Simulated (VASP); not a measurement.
Ni:

```xyz
4
Lattice="1.8738 -3.1757 0.0000 1.8738 3.1757 0.0000 0.0000 0.0000 3.7526" Properties=species:S:1:pos:R:3 pbc="T T T"
Ni    1.8738    2.2071    0.2946
Ni    1.8738   -0.9686    1.5817
Ni    1.8738   -2.2071    3.4580
Ni    1.8738    0.9686    2.1709
```

* Program: VASP 6.6.1
* Task: relaxation of cell and atoms
* Functional: PBEsol
* Potentials or basis: VASP PAW PBE potentials, release 64 (Ni)
* Cutoff: 600 eV
* k mesh: 6 × 6 × 4
* Occupations: gaussian, width 0.1 eV
* Spin: collinear spin, ferromagnetic start
* Starting moments: [0.77, 0.77, 0.77, 0.77] μB

At the start: pressure 25.0 GPa; volume 11.17 Å³/atom.

Question: Where does the relaxation end?

Answer: Over 18 steps the energy falls by 416.0 meV/atom and the volume is 11.33 Å³/atom (+1.5 %); space group Cmce (No. 64, to 0.1 Å) before, Fmmm (No. 69, to 0.1 Å); moment 2.52 μB per cell.

Step by step:
```csv
step,energy change (eV),largest force (eV/Å),pressure (GPa),volume (Å³)
1,0.0000,0.9838,25.03,44.66
2,-0.1929,0.4392,-13.25,56.83
3,-0.5053,0.3694,-0.89,50.66
4,-0.5054,0.3644,-0.47,50.53
5,-0.5429,0.3922,-0.67,50.45
6,-0.6730,0.4731,-1.13,50.16
7,-1.0143,0.6417,-3.31,49.40
8,-1.5778,0.5262,-4.94,47.13
9,-1.5650,0.3946,-5.88,47.55
10,-1.5791,0.4457,-5.45,47.31
11,-1.6051,0.5283,-2.91,46.44
12,-1.6057,0.5516,-2.49,46.29
13,-1.6269,0.4472,-1.67,45.99
14,-1.6558,0.1170,1.25,45.07
15,-1.6612,0.0605,0.27,45.26
16,-1.6630,0.0419,-0.86,45.49
17,-1.6630,0.0387,-0.76,45.46
18,-1.6639,0.0099,-0.18,45.31
```

Final structure:
```yaml
crystal:
  lattice:
    - [1.57691, -4.04393, 0.00000]
    - [1.57691, 4.04393, 0.00000]
    - [0.00000, 0.00000, 3.55256]
  atoms:
    - { symbol: Ni, position: [0.14038, 0.85962, 0.00023] }
    - { symbol: Ni, position: [0.64038, 0.35962, 0.49977] }
    - { symbol: Ni, position: [0.85962, 0.14038, 0.99977] }
    - { symbol: Ni, position: [0.35962, 0.64038, 0.50023] }
```

Caveat: the k points lie up to 0.44 Å⁻¹ apart in the final cell; a cell axis changed by over 15 % at a fixed basis, so the end point is rough; the PAW data sets were made with another functional, which shifts forces and pressure a little.
